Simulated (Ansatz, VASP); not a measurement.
**MnSb4 in VASP and in Ansatz**

```
Sb Mn
1.0
     3.08050    0.00000    0.00000
     0.00000    3.08050    0.00000
     0.00000    0.00000   14.99420
Sb Mn
4 1
Direct
  0.00000 0.00000 0.81968
  0.00000 0.00000 0.60055
  0.00000 0.00000 0.39945
  0.00000 0.00000 0.18032
  0.00000 0.00000 0.00000
```

Alike in both runs: functional LDA; k mesh 9 × 9 × 2; occupations fermi-dirac, width 0.05 eV; collinear spin; Hubbard terms Mn d U = 8.0 eV.

|  | VASP | Ansatz |
| --- | --- | --- |
| version | VASP 6.6.1 | Ansatz 0.2.0 |
| potentials or method | VASP PAW LDA potentials, release 64 (Sb, Mn_pv) | Ansatz PAW |
| plane-wave cutoff (eV) | 520 | 420 |
| valence electrons in the cell | 33 | 75 |
| task | single point | projected density of states |

|  | VASP | Ansatz | Ansatz less VASP |
| --- | --- | --- | --- |
| gap on the k mesh at the Fermi level (eV) | none | none | - |
| pressure (GPa) | -1.1 | -0.9 | +0.19 |
| traceless stress, the component that is largest in VASP (GPa) | 0.85 | 1.18 | +0.335 |
| rms of the force components (eV/Å) | 0.275 | 0.304 | +0.0297 |
| net moment per atom (μB) | 0.99 | 1.02 | +0.029 |
| size of the moment on the site where the two differ most (μB) | 4.66 | 4.63 | -0.027 |

LDA's correlation is that of Perdew and Zunger in VASP and of Perdew and Wang (1992) in Ansatz. Site moments also hang on the region over which each program counts them. The programs project onto different local orbitals, so the same U acts differently, and such runs can settle in different states. Atom by atom the forces differ by 0.034 eV/Å (rms over components). A gap of «none» marks a metal or a gap that the smearing closes. VASP's potentials hold 33 valence electrons a cell and Ansatz's 75, so a difference there can come from the potentials and not from the codes.

Neither program's run includes spin-orbit coupling. Noted on Ansatz's run: the magnetic or orbital state may not be the lowest.
